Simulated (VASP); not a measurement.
# NaCl (Pm-3m) in VASP: notebook, part 2 of 2

VASP 6.6.1. Earlier steps stand in the parts before.

### 3 Single point, PBE+D3(BJ)

This run uses another cell than the first one, of 20.25 Å³/atom.

Contents of INCAR:

```
SYSTEM = NaCl
PREC = Accurate
ENCUT = 520
EDIFF = 1E-7
ISMEAR = -1
SIGMA = 0.05
LREAL = .False.
LASPH = .True.
NELM = 60
ALGO = Normal
ISIF = 2
LWAVE = .False.
LCHARG = .False.
GGA = PE
IVDW = 12
NBANDS = 14
```

Contents of KPOINTS:

```
Automatic mesh
0
Gamma
  8 8 8
  0 0 0
```

Contents of POSCAR:

```
NaCl
1.0
    3.4340500605      0.0000000000      0.0000000000
    0.0000000000      3.4340500605      0.0000000000
    0.0000000000      0.0000000000      3.4340500605
Cl Na
1 1
Direct
    0.5000000000      0.5000000000      0.5000000000
    0.0000000000      0.0000000000      0.0000000000
```

Potentials or basis: VASP PAW PBE potentials, release 64 (Cl, Na_pv).

The run is started by

```bash
cat potpaw_PBE.64/Cl/POTCAR potpaw_PBE.64/Na_pv/POTCAR > POTCAR
mpirun -np 1 vasp_std > vasp.out
```

OUTCAR:

```text
SYSTEM = NaCl
   PREC = Accurate
   ENCUT = 520
   EDIFF = 1E-7
   ISMEAR = -1
   LREAL = .False.
   LASPH = .True.
   NELM = 60
   ISIF = 2
   GGA = PE
   IVDW = 12
 IVDW          = 12

 ion  position               nearest neighbor table
   1  0.500  0.500  0.500-
   2  0.000  0.000  0.000-

  LATTYP: Found a simple cubic cell.
 ALAT       =     3.4340500605

  Lattice vectors:

 A1 = (   3.4340500605,   0.0000000000,   0.0000000000)
 A2 = (   0.0000000000,   3.4340500605,   0.0000000000)
 A3 = (   0.0000000000,   0.0000000000,   3.4340500605)

Analysis of symmetry for initial positions (statically):
=====================================================================
 Subroutine PRICEL returns:
 Original cell was already a primitive cell.

 Routine SETGRP: Setting up the symmetry group for a
 simple cubic supercell.

 Subroutine GETGRP returns: Found 48 space group operations
 (whereof 48 operations were pure point group operations)
 out of a pool of 48 trial point group operations.

The static configuration has the point symmetry O_h .

Analysis of symmetry for dynamics (positions and initial velocities):
=====================================================================
 Subroutine PRICEL returns:
 Original cell was already a primitive cell.

 Routine SETGRP: Setting up the symmetry group for a
 simple cubic supercell.

 Subroutine GETGRP returns: Found 48 space group operations
 (whereof 48 operations were pure point group operations)
 out of a pool of 48 trial point group operations.

The dynamic configuration has the point symmetry O_h .

 Subroutine INISYM returns: Found 48 space group operations
 (whereof 48 operations are pure point group operations),
 and found     1 'primitive' translations

----------------------------------------------------------------------------------------

[... 118 lines left out ...]
   LHFCALC =     F    Hartree Fock is set to
   AEXX    =    0.0000 exact exchange contribution
   IVDW    =    12    specifies the selected vdW correction
   LEPSILON=     F    determine dielectric tensor
   LRPA    =     F    only Hartree local field effects (RPA)
 non-spin polarized calculation
  energy-cutoff  :      520.00
  volume of cell :       40.50
 maximum number of plane-waves:      1110
 NGX is ok and might be reduce to    28
   NGX = 13   NGY = 13   NGZ = 13

 number of electron      14.0000011 magnetization

 Free energy of the ion-electron system (eV)
  ---------------------------------------------------
  ext. energy  EPLUGINS =         0.00000000
  ---------------------------------------------------
  free energy    TOTEN  =        -6.45422017 eV

  energy without entropy =       -6.45422017  energy(sigma->0) =       -6.45422017

 E-fermi :   1.8957     XC(G=0):  -8.6903

 val. band max:        0.8488628806   @ k =   0.5000   0.5000   0.0000
 cond. band min:       5.0336199360   @ k =   0.0000   0.0000   0.0000
 fundamental gap:      4.1847570554
 Fermi energy:         1.8956876984

 k-point     1 :       0.0000    0.0000    0.0000
  band No.  band energies     occupation
      1     -21.1718      2.00000
      2     -21.1718      2.00000
      3     -21.1718      2.00000
      4     -12.7412      2.00000
      5       0.3085      2.00000
      6       0.3085      2.00000
      7       0.3085      2.00000
      8       5.0336      0.00000
      9       9.3593      0.00000
     10       9.3593      0.00000
     11      16.9705      0.00000
     12      16.9705      0.00000
     13      16.9706      0.00000
     14      17.1036      0.00000
[... 377 lines left out ...]
      1     -21.2119      2.00000
      2     -21.2039      2.00000
      3     -21.1699      2.00000
      4     -12.0215      2.00000
      5      -1.6829      2.00000
      6      -1.3035      2.00000
      7       0.4378      2.00000
      8       6.9557      0.00000
      9      10.4942      0.00000
     10      10.7891      0.00000
     11      12.0970      0.00000
     12      14.6613      0.00000
     13      14.7332      0.00000
     14      17.7843      0.00000

 [... further k-points ...]

------------------------ aborting loop because EDIFF is reached ----------------------------------------

 Edisp (eV)   -0.47744

 E8    (eV) :    -0.1996

  FORCE on cell =-STRESS in cart. coord.  units (eV):
  Direction    XX          YY          ZZ          XY          YZ          ZX
  --------------------------------------------------------------------------------------
  -------------------------------------------------------------------------------------
  Total      -0.01266    -0.01266    -0.01266     0.00000     0.00000    -0.00000
  in kB      -0.50097    -0.50097    -0.50097     0.00000     0.00000    -0.00000
  external pressure =       -0.50 kB  Pullay stress =        0.00 kB

 VOLUME and BASIS-vectors are now :
 -----------------------------------------------------------------------------
  energy-cutoff  :      520.00
  volume of cell :       40.50
      direct lattice vectors                 reciprocal lattice vectors
     3.434050061  0.000000000  0.000000000     0.291201346  0.000000000  0.000000000
     0.000000000  3.434050061  0.000000000     0.000000000  0.291201346  0.000000000
     0.000000000  0.000000000  3.434050061     0.000000000  0.000000000  0.291201346

 POSITION                                       TOTAL-FORCE (eV/Angst)
 -----------------------------------------------------------------------------------
      1.71703      1.71703      1.71703         0.000000      0.000000      0.000000
      0.00000      0.00000      0.00000         0.000000      0.000000      0.000000
 -----------------------------------------------------------------------------------
    total drift:                                0.000000      0.000000      0.000000

  FREE ENERGIE OF THE ION-ELECTRON SYSTEM (eV)
  ---------------------------------------------------
  free  energy   TOTEN  =        -6.9316601121 eV

  energy  without entropy=       -6.9316601120  energy(sigma->0) =       -6.93166011
```

Wall time 38 s (1 thread of AMD EPYC, shared host); peak memory 0.13 GiB.

What came out:

```
Free energy                : -6.9317 eV
Pressure                   : -0.1 GPa
Band gap on the k mesh     : 4.18 eV (least direct gap 4.73 eV)
Dispersion energy per atom : -0.239 eV
```

A k mesh can miss the band edges.

### 4 Single point, PBE+D4

This run uses another cell than the first one, of 20.93 Å³/atom.

Contents of INCAR:

```
ALGO = Normal
EDIFF = 1E-7
ENCUT = 520
GGA = PE
ISIF = 2
ISMEAR = -1
IVDW = 13
LASPH = T
LCHARG = F
LREAL = F
LWAVE = F
NBANDS = 14
NELM = 60
PREC = Accurate
SIGMA = 0.05
```

Contents of KPOINTS:

```
k-points
0
Gamma
  8 8 8
```

Contents of POSCAR:

```
NaCl
1.0
    3.4722986198      0.0000000000      0.0000000000
    0.0000000000      3.4722986198      0.0000000000
    0.0000000000      0.0000000000      3.4722986198
Cl Na
1 1
Direct
    0.5000000000      0.5000000000      0.5000000000
    0.0000000000      0.0000000000      0.0000000000
```

The run is started by

```bash
cat potpaw_PBE.64/Cl/POTCAR potpaw_PBE.64/Na_pv/POTCAR > POTCAR
mpirun -np 1 vasp_std > vasp.out
```

Run time: 36 s. Hardware: 1 thread of AMD EPYC, shared host; peak memory 0.13 GiB.

The run converged. Its results:

```
Free energy                : -6.6735 eV
Pressure                   : 0.0 GPa
Band gap on the k mesh     : 4.07 eV (least direct gap 4.58 eV)
Dispersion energy per atom : -0.104 eV
```

Levels at points of the mesh, in eV from the valence-band top:
```csv
k point,band 3,band 4,band 5,band 6,band 7,band 8,band 9,band 10,band 11,band 12
"(0.00, 0.00, 0.00)",-22.05,-13.47,-0.51,-0.51,-0.51,4.07,8.55,8.55,15.93,15.94
"(0.50, 0.00, 0.00)",-22.04,-13.08,-3.06,-0.27,-0.27,7.00,8.74,10.50,11.91,11.91
"(0.50, 0.50, 0.00)",-22.04,-12.80,-2.35,-2.35,0.00,5.54,9.94,11.20,11.20,12.64
"(0.50, 0.50, 0.50)",-22.08,-12.51,-1.92,-1.92,-1.92,7.12,7.12,7.12,11.86,16.13
```

A k mesh can miss the band edges.

### 5 Single point, PBE

This run uses another cell than the first one, of 21.48 Å³/atom.

Contents of INCAR:

```
SYSTEM = NaCl
ALGO = Normal
EDIFF = 1E-6
ENCUT = 520
GGA = PE
ISIF = 2
ISMEAR = 0
LASPH = .TRUE.
LCHARG = .FALSE.
LREAL = .FALSE.
LWAVE = .FALSE.
NBANDS = 14
NELM = 60
PREC = Accurate
SIGMA = 0.02
```

Contents of KPOINTS:

```
k-points
0
G
  8 8 8
  0 0 0
```

Contents of POSCAR:

```
NaCl
1.0
    3.5021900000      0.0000000000      0.0000000000
    0.0000000000      3.5021900000      0.0000000000
    0.0000000000      0.0000000000      3.5021900000
Cl Na
1 1
Direct
    0.5000000000      0.5000000000      0.5000000000
    0.0000000000      0.0000000000      0.0000000000
```

Potentials or basis: VASP PAW PBE potentials, release 64 (Cl, Na_pv).

The run is started by

```bash
cat potpaw_PBE.64/Cl/POTCAR potpaw_PBE.64/Na_pv/POTCAR > POTCAR
mpirun -np 1 vasp_std > vasp.out
```

OUTCAR:

```text
SYSTEM = NaCl
   EDIFF = 1E-6
   ENCUT = 520
   GGA = PE
   ISIF = 2
   ISMEAR = 0
   LASPH = .TRUE.
   LREAL = .FALSE.
   NELM = 60
   PREC = Accurate

 ion  position               nearest neighbor table
   1  0.500  0.500  0.500-
   2  0.000  0.000  0.000-

  LATTYP: Found a simple cubic cell.
 ALAT       =     3.5021900000

  Lattice vectors:

 A1 = (   3.5021900000,   0.0000000000,   0.0000000000)
 A2 = (   0.0000000000,   3.5021900000,   0.0000000000)
 A3 = (   0.0000000000,   0.0000000000,   3.5021900000)

Analysis of symmetry for initial positions (statically):
=====================================================================
 Subroutine PRICEL returns:
 Original cell was already a primitive cell.

 Routine SETGRP: Setting up the symmetry group for a
 simple cubic supercell.

 Subroutine GETGRP returns: Found 48 space group operations
 (whereof 48 operations were pure point group operations)
 out of a pool of 48 trial point group operations.

The static configuration has the point symmetry O_h .

Analysis of symmetry for dynamics (positions and initial velocities):
[... 173 lines left out ...]
      5      -0.0662      2.00000
      6      -0.0662      2.00000
      7      -0.0662      2.00000
      8       4.4031      0.00000
      9       9.0040      0.00000
     10       9.0040      0.00000
     11      16.1129      0.00000
     12      16.1131      0.00000
     13      16.1136      0.00000
     14      16.3376      0.00000
[... 377 lines left out ...]
      1     -21.6813      2.00000
      2     -21.6750      2.00000
      3     -21.6476      2.00000
      4     -12.3328      2.00000
      5      -1.8879      2.00000
      6      -1.5394      2.00000
      7       0.0540      2.00000
      8       6.5045      0.00000
      9       9.8359      0.00000
     10      10.1830      0.00000
     11      11.5204      0.00000
     12      13.9635      0.00000
     13      13.9803      0.00000
     14      16.8119      0.00000

 [... further k-points ...]

------------------------ aborting loop because EDIFF is reached ----------------------------------------

  FORCE on cell =-STRESS in cart. coord.  units (eV):
  Direction    XX          YY          ZZ          XY          YZ          ZX
  --------------------------------------------------------------------------------------
  -------------------------------------------------------------------------------------
  Total        0.0151079      0.0151079      0.0151079      0.0000000      0.0000000     -0.0000000
  in kB        0.5635030      0.5635030      0.5635030      0.0000000      0.0000000     -0.0000000
  external PRESSURE =       0.5635030 kB  Pullay stress =       0.0000000 kB

 VOLUME and BASIS-vectors are now :
 -----------------------------------------------------------------------------
  energy-cutoff  :      520.00
  volume of cell :       42.96
      direct lattice vectors                 reciprocal lattice vectors
     3.502190000  0.000000000  0.000000000     0.285535622  0.000000000  0.000000000
     0.000000000  3.502190000  0.000000000     0.000000000  0.285535622  0.000000000
     0.000000000  0.000000000  3.502190000     0.000000000  0.000000000  0.285535622

 POSITION                                       TOTAL-FORCE (eV/Angst)
 -----------------------------------------------------------------------------------
      1.75110      1.75110      1.75110         0.000000      0.000000      0.000000
      0.00000      0.00000      0.00000         0.000000      0.000000      0.000000
 -----------------------------------------------------------------------------------
    total drift:                               -0.000000      0.000000      0.000000

  FREE ENERGIE OF THE ION-ELECTRON SYSTEM (eV)
  ---------------------------------------------------
  free  energy   TOTEN  =        -6.4687170336 eV

  energy  without entropy=       -6.4687170336  energy(sigma->0) =       -6.46871703
```

Run time: 31 s. Hardware: 1 thread of AMD EPYC, shared host; peak memory 0.13 GiB.

What came out:

| Item | Value |
| --- | --- |
| Free energy | -6.4687 eV |
| Pressure | 0.1 GPa |
| Band gap on the k mesh | 3.98 eV (least direct gap 4.47 eV) |

A k mesh can miss the band edges.

### 6 The runs side by side

| level | cell | k mesh | smearing | grid for exact exchange (PRECFOCK) | share of exact exchange | screening parameter | gap on the mesh (eV) | pressure (GPa) |
| --- | --- | --- | --- | --- | --- | --- | --- | --- |
| HSE06 | a = 3.571 Å, 2 atoms | 4 × 4 × 4 | fermi-dirac 0.05 eV | Normal | 0.25 | 0.2079 1/Å | 5.09 | -1.7 |
| PBE+D3(BJ) | a = 3.434 Å, 2 atoms | 8 × 8 × 8 | fermi-dirac 0.05 eV | - | - | - | 4.18 | -0.1 |
| PBE+D4 | a = 3.472 Å, 2 atoms | 8 × 8 × 8 | fermi-dirac 0.05 eV | - | - | - | 4.07 | 0.0 |
| PBE | a = 3.502 Å, 2 atoms | 8 × 8 × 8 | gaussian 0.02 eV | - | - | - | 3.98 | 0.1 |

Alike in all rows: task single point; potentials or basis VASP PAW PBE potentials, release 64 (Cl, Na_pv); no spin polarisation; cutoff (eV) 520.

Caveats: some runs use coarse meshes; the PAW data sets were made with another functional, which shifts forces and pressure a little (at least some runs).

Total energies depend on the potentials used, so only differences within one code and one set of settings carry meaning.
